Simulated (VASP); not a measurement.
# SnSe2 (P-3m1) in VASP: a series of runs

SnSe2 is run at these levels: PBE; tasks: relaxation of cell and atoms, relaxation of shape and atoms at fixed volume.

Program: VASP 6.6.1. These are calculated values, not measurements. Logs are shortened: lines on timing, memory, paths and dates and some standing lists are left out, and cuts for length are marked.

### 1 The cell of the first run

It takes space group P-3m1 (No. 164, trigonal). The conventional cell has a = 3.876 Å, b = 3.876 Å, c = 6.786 Å, α = 90.00°, β = 90.00°, γ = 120.00°. Within 3.6 Å of Sn (site symmetry -3m) lie 6 Se at 2.75 Å. Se (site symmetry 3m) has 3 Sn at 2.75 Å within 3.6 Å.

### 2 Relaxation of cell and atoms, PBE

Input file INCAR:

```
ALGO     = Normal         # electronic algorithm
EDIFF    = 1E-7           # SCF threshold, eV
EDIFFG   = -0.01          # ionic threshold
ENCUT    = 600            # plane-wave cutoff, eV
GGA      = PE             # functional
IBRION   = 2              # ionic algorithm
ISIF     = 3              # what is computed and relaxed
ISMEAR   = 0              # smearing method
LASPH    = True           # aspherical terms in the spheres
LCHARG   = False          # write CHGCAR
LREAL    = False          # projectors in reciprocal space
LWAVE    = False          # write WAVECAR
NELM     = 80             # most SCF steps
NSW      = 100            # ionic steps
PREC     = Accurate       # precision mode
SIGMA    = 0.02           # smearing width, eV
```

Input file KPOINTS:

```
k-points
0
Gamma
  12 12 4
```

Input file POSCAR:

```
SnSe2
1.0
    3.8759195128      0.0000000000      0.0000000000
   -1.9379597564      3.3566447611      0.0000000000
    0.0000000000      0.0000000000      6.7861684249
Sn Se
1 2
Direct
    0.0000000000      0.0000000000      0.0000000000
    0.3333333333      0.6666666667      0.2343330282
    0.6666666667      0.3333333333      0.7656669718
```

Potentials or basis: VASP PAW PBE potentials, release 64 (Sn_d, Se).

Run with:

```
cat potpaw_PBE.64/Sn_d/POTCAR potpaw_PBE.64/Se/POTCAR > POTCAR
mpirun -np 1 vasp_std > vasp.out
```

OUTCAR:

```text
EDIFF = 1E-7
   EDIFFG = -0.01
   ENCUT = 600
   GGA = PE
   IBRION = 2
   ISIF = 3
   ISMEAR = 0
   LASPH = True
   LREAL = False
   NELM = 80
   NSW = 100
   PREC = Accurate

 ion  position               nearest neighbor table
   1  0.000  0.000  0.000-   2 2.75   3 2.75   2 2.75   3 2.75   3 2.75   2 2.75
   2  0.333  0.667  0.234-   1 2.75   1 2.75   1 2.75
   3  0.667  0.333  0.766-   1 2.75   1 2.75   1 2.75

  LATTYP: Found a hexagonal cell.
 ALAT       =     3.8759195128
 C/A-ratio  =     1.7508538045

  Lattice vectors:

 A1 = (   3.8759195128,   0.0000000000,   0.0000000000)
 A2 = (  -1.9379597564,   3.3566447611,   0.0000000000)
 A3 = (   0.0000000000,   0.0000000000,   6.7861684249)

Analysis of symmetry for initial positions (statically):
=====================================================================
 Subroutine PRICEL returns:
 Original cell was already a primitive cell.

 Routine SETGRP: Setting up the symmetry group for a
 hexagonal supercell.

 Subroutine GETGRP returns: Found 12 space group operations
 (whereof 12 operations were pure point group operations)
 out of a pool of 24 trial point group operations.

The static configuration has the point symmetry D_3d.

Analysis of symmetry for dynamics (positions and initial velocities):
=====================================================================
 Subroutine PRICEL returns:
 Original cell was already a primitive cell.

 Routine SETGRP: Setting up the symmetry group for a
 hexagonal supercell.

 Subroutine GETGRP returns: Found 12 space group operations
 (whereof 12 operations were pure point group operations)
 out of a pool of 24 trial point group operations.

The dynamic configuration has the point symmetry D_3d.

 Subroutine INISYM returns: Found 12 space group operations
 (whereof 12 operations are pure point group operations),
 and found     1 'primitive' translations

----------------------------------------------------------------------------------------

                                     Primitive cell

  volume of cell :      88.2886

  direct lattice vectors                    reciprocal lattice vectors
     3.875919513  0.000000000  0.000000000     0.258003294  0.148958271  0.000000000
    -1.937959756  3.356644761  0.000000000     0.000000000  0.297916542  0.000000000
     0.000000000  0.000000000  6.786168425     0.000000000  0.000000000  0.147358559

  length of vectors
     3.875919513  3.875919513  6.786168425     0.297916542  0.297916542  0.147358559

  position of ions in fractional coordinates (direct lattice)
     0.000000000  0.000000000  0.000000000
     0.333333333  0.666666667  0.234333028
     0.666666667  0.333333333  0.765666972

  ion indices of the primitive-cell ions
   primitive index   ion index
                 1           1
                 2           2
                 3           3

----------------------------------------------------------------------------------------

 KPOINTS: k-points

Automatic generation of k-mesh.
 Grid dimensions read from file:
 generate k-points for:   12   12    4

 Generating k-lattice:

  Cartesian coordinates                     Fractional coordinates (reciprocal lattice)
     0.021500274  0.012413189  0.000000000     0.083333333  0.000000000  0.000000000
     0.000000000  0.024826379  0.000000000     0.000000000  0.083333333  0.000000000
     0.000000000  0.000000000  0.036839640     0.000000000  0.000000000  0.250000000

  Length of vectors
     0.024826379  0.024826379  0.036839640

  Shift w.r.t. Gamma in fractional coordinates (k-lattice)
     0.000000000  0.000000000  0.000000000

 Subroutine IBZKPT returns following result:
 ===========================================

 Found     69 irreducible k-points:

 Following reciprocal coordinates:
            Coordinates               Weight
  0.000000  0.000000  0.000000      1.000000
  0.083333  0.000000  0.000000      6.000000
  0.166667  0.000000  0.000000      6.000000
  0.250000  0.000000  0.000000      6.000000
  0.333333  0.000000  0.000000      6.000000
  0.416667  0.000000  0.000000      6.000000
[... 16 lines left out ...]
  0.166667  0.000000  0.250000      6.000000
  0.000000  0.166667  0.250000      6.000000
 [... further k-points ...]
   k-points           NKPTS =     69   k-points in BZ     NKDIM =     69   number of bands    NBANDS=     17
   number of dos      NEDOS =    301   number of ions     NIONS =      3
   total plane-waves  NPLWV =  55296
   dimension x,y,z NGX =    32 NGY =   32 NGZ =   54
   dimension x,y,z NGXF=    64 NGYF=   64 NGZF=  108
   ions per type =               1   2
   NGX,Y,Z   is equivalent  to a cutoff of  13.73, 13.73, 13.23 a.u.
   NGXF,Y,Z  is equivalent  to a cutoff of  27.45, 27.45, 26.46 a.u.
 SYSTEM =  unknown system
   PREC   = accura    normal or accurate (medium, high low for compatibility)
   ISTART =      0    job   : 0-new  1-cont  2-samecut
   ICHARG =      2    charge: 1-file 2-atom 10-const
   ISPIN  =      1    spin polarized calculation?
   LNONCOLLINEAR =      F non collinear calculations
   LSORBIT =      F    spin-orbit coupling
   LASPH  =      T    aspherical Exc in radial PAW
   ENCUT  =  600.0 eV  44.10 Ry    6.64 a.u.   7.74  7.74 13.55*2*pi/ulx,y,z
   NELM   =     80;   NELMIN=  2; NELMDL= -5     # of ELM steps
   EDIFF  = 0.1E-06   stopping-criterion for ELM
   LREAL  =      F    real-space projection
   EDIFFG = -.1E-01   stopping-criterion for IOM
   NSW    =    100    number of steps for IOM
   IBRION =      2    ionic relax: 0-MD 1-quasi-New 2-CG
   NFREE  =      1    steps in history (QN), initial steepest desc. (CG)
   ISIF   =      3    stress and relaxation
   ISYM   =      2    0-nonsym 1-usesym 2-fastsym
   POTIM  = 0.5000    time-step for ionic-motion
   TEBEG  =    0.0;   TEEND  =   0.0 temperature during run
   PSTRESS=    0.0 pullay stress
   NELECT =      26.0000    total number of electrons
   NUPDOWN=      -1.0000    fix difference up-down
   EMIN   =  10.00;   EMAX   =-10.00  energy-range for DOS
   EFERMI =   0.00;   METHOD = LEGACY
   ISMEAR =     0;   SIGMA  =   0.02  broadening in eV -4-tet -1-fermi 0-gaus
   EFERMI_NEDOS =   21; number of points for ismear=-14 and -15
   IALGO  =     38    algorithm
   IMIX   =      4    mixing-type and parameters
     AMIX     =   0.40;   BMIX     =  1.00
     AMIX_MAG =   1.60;   BMIX_MAG =  1.00
  volume/ion in A,a.u.               =      29.43       198.60
  Fermi-wavevector in a.u.,A,eV,Ry     =   1.089175  2.058242 16.140623  1.186302
  Thomas-Fermi vector in A             =   2.225373
   LORBIT       =      0    0 simple, 1 ext, 2 COOP (PROOUT), +10 PAW based schemes
   GGA     = PE    functional components
   LHFCALC =     F    Hartree Fock is set to
   AEXX    =    0.0000 exact exchange contribution
   IVDW    =     0    specifies the selected vdW correction
   LEPSILON=     F    determine dielectric tensor
   LRPA    =     F    only Hartree local field effects (RPA)
 conjugate gradient relaxation of ions
 non-spin polarized calculation
 Gauss-broadening in eV      SIGMA  =   0.02
  energy-cutoff  :      600.00
  volume of cell :       88.29
 maximum number of plane-waves:      3000
 NGX is ok and might be reduce to    32
   NGX = 15   NGY = 15   NGZ = 27

--------------------------------------- Ionic step        1  -------------------------------------------

 number of electron      26.0000000 magnetization

 Free energy of the ion-electron system (eV)
  ---------------------------------------------------
  ext. energy  EPLUGINS =         0.00000000
  ---------------------------------------------------
  free energy    TOTEN  =       -11.87335604 eV

  energy without entropy =      -11.87335604  energy(sigma->0) =      -11.87335604

------------------------ aborting loop because EDIFF is reached ----------------------------------------

  FORCE on cell =-STRESS in cart. coord.  units (eV):
  Direction    XX          YY          ZZ          XY          YZ          ZX
  --------------------------------------------------------------------------------------
  -------------------------------------------------------------------------------------
  Total        0.0373585      0.0373585      0.1786825      0.0000000      0.0000000      0.0000000
  in kB        0.6779467      0.6779467      3.2425584      0.0000000      0.0000000      0.0000000
  external PRESSURE =       1.5328173 kB  Pullay stress =       0.0000000 kB
[... 92 lines left out ...]
  FREE ENERGIE OF THE ION-ELECTRON SYSTEM (eV)
  ---------------------------------------------------
  free  energy   TOTEN  =       -11.8735952352 eV

  energy  without entropy=      -11.8735952352  energy(sigma->0) =      -11.87359524

[... ionic steps 4 to 17 ...]

--------------------------------------- Ionic step       18  -------------------------------------------

 number of electron      25.9999990 magnetization

------------------------ aborting loop because EDIFF is reached ----------------------------------------

  FORCE on cell =-STRESS in cart. coord.  units (eV):
  Direction    XX          YY          ZZ          XY          YZ          ZX
  --------------------------------------------------------------------------------------
  -------------------------------------------------------------------------------------
  Total        0.0595308      0.0595308      0.0086257     -0.0000000      0.0000000     -0.0000000
  in kB        1.0579971      1.0579971      0.1532978     -0.0000000      0.0000000     -0.0000000
  external PRESSURE =       0.7564307 kB  Pullay stress =       0.0000000 kB
[... 59 lines left out ...]
  energy  without entropy=      -11.8743202406  energy(sigma->0) =      -11.87432024

--------------------------------------- Ionic step       20  -------------------------------------------

 number of electron      25.9999988 magnetization

 Free energy of the ion-electron system (eV)
  ---------------------------------------------------
  ext. energy  EPLUGINS =         0.00000000
  ---------------------------------------------------
  free energy    TOTEN  =       -11.87436114 eV

  energy without entropy =      -11.87436114  energy(sigma->0) =      -11.87436114

 E-fermi :   2.6428     XC(G=0):  -8.6038

 val. band max:        2.5577618497   @ k =   0.1667   0.0000   0.0000
 cond. band min:       3.2501608506   @ k =   0.5000   0.0000   0.5000
 fundamental gap:      0.6923990009
 Fermi energy:         2.6428304641

 k-point     1 :       0.0000    0.0000    0.0000
  band No.  band energies     occupation
      1     -18.5591      2.00000
      2     -18.5591      2.00000
      3     -18.5266      2.00000
      4     -18.5175      2.00000
      5     -18.5175      2.00000
      6     -10.7924      2.00000
[... 9 lines left out ...]
     16       7.1434      0.00000
     17       7.1434      0.00000
[... 443 lines left out ...]
      1     -18.5681      2.00000
      2     -18.5510      2.00000
      3     -18.5241      2.00000
      4     -18.5193      2.00000
      5     -18.5167      2.00000
      6     -10.5230      2.00000
[... 9 lines left out ...]
     16       7.5367      0.00000
     17       7.6783      0.00000

 [... further k-points ...]
[... 5 lines left out ...]
  --------------------------------------------------------------------------------------
  -------------------------------------------------------------------------------------
  Total        0.0174143      0.0174143      0.0030295     -0.0000000      0.0000000     -0.0000000
  in kB        0.3080494      0.3080494      0.0535895     -0.0000000      0.0000000     -0.0000000
  external PRESSURE =       0.2232294 kB  Pullay stress =       0.0000000 kB
[... 18 lines left out ...]
  FREE ENERGIE OF THE ION-ELECTRON SYSTEM (eV)
  ---------------------------------------------------
  free  energy   TOTEN  =       -11.8743611354 eV

  energy  without entropy=      -11.8743611354  energy(sigma->0) =      -11.87436114

 reached required accuracy - stopping structural energy minimisation
```

Run time: 9.7 min. Hardware: 1 thread of Intel Xeon 6975P-C (Granite Rapids), shared host; peak memory 0.32 GiB.

What came out:

* Free energy: -11.8744 eV
* Relaxed volume: 30.19 Å³/atom
* Relaxed cell: a = 3.872 Å, b = 3.872 Å, c = 6.976 Å, α = 90.00°, β = 90.00°, γ = 120.00°
* Space group after relaxing (to 0.1 Å): P-3m1 (No. 164)
* Energy gained by relaxing: 0.3 meV/atom
* Ionic steps: 20
* Pressure after relaxing: 0.0 GPa
* Band gap on the k mesh: 0.69 eV (least direct gap 1.08 eV)

Step by step:
| step | energy change (eV) | largest force (eV/Å) | pressure (GPa) | volume (Å³) |
| --- | --- | --- | --- | --- |
| 1 | 0.0000 | 0.0364 | 0.15 | 88.29 |
| 2 | -0.0002 | 0.0263 | -0.11 | 88.65 |
| 3 | -0.0002 | 0.0079 | -0.04 | 88.54 |
| 4 | -0.0003 | 0.0110 | 0.00 | 88.50 |
| 5 | -0.0003 | 0.0131 | 0.02 | 88.47 |
| 6 | -0.0003 | 0.0134 | 0.03 | 88.47 |
| 7 | -0.0003 | 0.0155 | 0.02 | 88.53 |
| 8 | -0.0004 | 0.0214 | -0.01 | 88.70 |
| 9 | -0.0005 | 0.0332 | -0.06 | 89.04 |
| 10 | -0.0005 | 0.0563 | -0.17 | 89.73 |
| 11 | -0.0006 | 0.0435 | -0.11 | 89.35 |
| 12 | -0.0006 | 0.0430 | -0.11 | 89.36 |
| 13 | -0.0006 | 0.0414 | -0.10 | 89.39 |
| 14 | -0.0006 | 0.0384 | -0.09 | 89.45 |
| 15 | -0.0007 | 0.0323 | -0.06 | 89.57 |
| 16 | -0.0009 | 0.0198 | -0.01 | 89.80 |
| 17 | -0.0009 | 0.0060 | 0.11 | 90.27 |
| 18 | -0.0009 | 0.0004 | 0.08 | 90.15 |
| 19 | -0.0010 | 0.0005 | 0.06 | 90.30 |
| 20 | -0.0010 | 0.0007 | 0.02 | 90.57 |

Final structure:
```xyz
3
Lattice="3.8718 0.0000 0.0000 -1.9359 3.3531 0.0000 0.0000 0.0000 6.9765" Properties=species:S:1:pos:R:3 pbc="T T T"
Sn   -1.9359    3.3531    6.9765
Se    0.0000    2.2354    1.5961
Se    1.9359    1.1177    5.3804
```

Caveat: spin-orbit coupling is left out, which moves the levels of the heavy elements; this functional lacks dispersion, which binds the layers, so the pressure and a relaxed spacing across them are unreliable. PBE usually gives volumes a little too large and moduli too small.

### 3 Relaxation of shape and atoms at fixed volume, PBE (31.15 Å³/atom)

This run uses another cell than the first one, of 31.15 Å³/atom.

Input file INCAR:

```
PREC = Accurate
ENCUT = 600
EDIFF = 1E-7
ISMEAR = 0
SIGMA = 0.02
LREAL = F
LASPH = T
NELM = 60
ALGO = Normal
ISIF = 4
LWAVE = F
LCHARG = F
GGA = PE
IBRION = 2
NSW = 50
EDIFFG = -0.01
```

Input file KPOINTS:

```
regular mesh
0
Gamma
  12 12 4
```

Input file POSCAR:

```
SnSe2
1.0
    3.9100841534      0.0000000000      0.0000000000
   -1.9550420767      3.3862322078      0.0000000000
    0.0000000000      0.0000000000      7.0572689784
Sn Se
1 2
Direct
    0.0000000000      0.0000000000      0.0000000000
    0.3333333333      0.6666666667      0.2281475578
    0.6666666667      0.3333333333      0.7718524422
```

Potentials or basis: VASP PAW PBE potentials, release 64 (Sn_d, Se).

Run with:

```
cat potpaw_PBE.64/Sn_d/POTCAR potpaw_PBE.64/Se/POTCAR > POTCAR
mpirun -np 1 vasp_std > vasp.out
```

OUTCAR:

```text
PREC = Accurate
   ENCUT = 600
   EDIFF = 1E-7
   ISMEAR = 0
   LREAL = F
   LASPH = T
   NELM = 60
   ISIF = 4
   GGA = PE
   IBRION = 2
   NSW = 50
   EDIFFG = -0.01

 ion  position               nearest neighbor table
   1  0.000  0.000  0.000-   2 2.77   3 2.77   3 2.77   2 2.77   3 2.77   2 2.77
   2  0.333  0.667  0.228-   1 2.77   1 2.77   1 2.77
   3  0.667  0.333  0.772-   1 2.77   1 2.77   1 2.77

  LATTYP: Found a hexagonal cell.
 ALAT       =     3.9100841534
 C/A-ratio  =     1.8048892815

  Lattice vectors:

 A1 = (   3.9100841534,   0.0000000000,   0.0000000000)
 A2 = (  -1.9550420767,   3.3862322078,   0.0000000000)
 A3 = (   0.0000000000,   0.0000000000,   7.0572689784)

Analysis of symmetry for initial positions (statically):
[... 406 lines left out ...]
  energy without entropy =      -11.87420215  energy(sigma->0) =      -11.87420215

 E-fermi :   2.4369     XC(G=0):  -8.4172

 val. band max:        2.2863239158   @ k =   0.1667   0.0000   0.0000
 cond. band min:       2.9941328235   @ k =   0.5000   0.0000   0.5000
 fundamental gap:      0.7078089078
 Fermi energy:         2.4369346878

 k-point     1 :       0.0000    0.0000    0.0000
  band No.  band energies     occupation
      1     -18.8239      2.00000
      2     -18.8239      2.00000
      3     -18.7915      2.00000
      4     -18.7825      2.00000
      5     -18.7825      2.00000
      6     -11.0404      2.00000
[... 457 lines left out ...]
      4     -18.7843      2.00000
      5     -18.7817      2.00000
      6     -10.7792      2.00000
[... 9 lines left out ...]
     16       7.2450      0.00000
     17       7.3967      0.00000

 [... further k-points ...]

------------------------ aborting loop because EDIFF is reached ----------------------------------------

  FORCE on cell =-STRESS in cart. coord.  units (eV):
  Direction    XX          YY          ZZ          XY          YZ          ZX
  --------------------------------------------------------------------------------------
  -------------------------------------------------------------------------------------
  Total       -0.0403896     -0.0403896     -0.0436413      0.0000000      0.0000000      0.0000000
  in kB       -0.6925335     -0.6925335     -0.7482878      0.0000000      0.0000000      0.0000000
  external PRESSURE =      -0.7111183 kB  Pullay stress =       0.0000000 kB
[... 18 lines left out ...]
  FREE ENERGIE OF THE ION-ELECTRON SYSTEM (eV)
  ---------------------------------------------------
  free  energy   TOTEN  =       -11.8742021513 eV

  energy  without entropy=      -11.8742021513  energy(sigma->0) =      -11.87420215

 reached required accuracy - stopping structural energy minimisation
```

Wall time 3.7 min (1 thread of Intel Xeon 6975P-C (Granite Rapids), shared host); peak memory 0.32 GiB.

What came out:

```
Free energy                  : -11.8742 eV
Energy gained by relaxing    : 3.7 meV/atom
Ionic steps                  : 7
Pressure after relaxing      : -0.1 GPa
Largest force after relaxing : 0.003 eV/Å
Band gap on the k mesh       : 0.71 eV (least direct gap 1.06 eV)
```

Forces in eV/Å, atoms in the order of the input:
```
Sn   0.000  0.000  0.000
Se   0.000  0.000 -0.003
Se   0.000  0.000  0.003
```

The path:
```tsv
step	energy change (eV)	largest force (eV/Å)	pressure (GPa)	volume (Å³)
1	0.0000	0.2220	-1.37	93.44
2	-0.0040	0.1397	-1.08	93.44
3	-0.0071	0.0013	-0.58	93.44
4	-0.0097	0.0099	-0.38	93.44
5	-0.0109	0.0245	-0.14	93.44
6	-0.0109	0.0238	-0.15	93.44
7	-0.0110	0.0031	-0.07	93.44
```

Final structure:
```yaml
crystal:
  lattice:
    - [3.87371, 0.00000, 0.00000]
    - [-1.93685, 3.35473, 0.00000]
    - [0.00000, 0.00000, 7.19044]
  atoms:
    - { symbol: Sn, position: [0.00000, 0.00000, 0.00000] }
    - { symbol: Se, position: [0.33333, 0.66667, 0.22196] }
    - { symbol: Se, position: [0.66667, 0.33333, 0.77804] }
```

Caveat: spin-orbit coupling is left out, which moves the levels of the heavy elements; this functional lacks dispersion, which binds the layers, so the pressure and a relaxed spacing across them are unreliable. A k mesh can miss the band edges.

(Continued in part 2 of 2.)
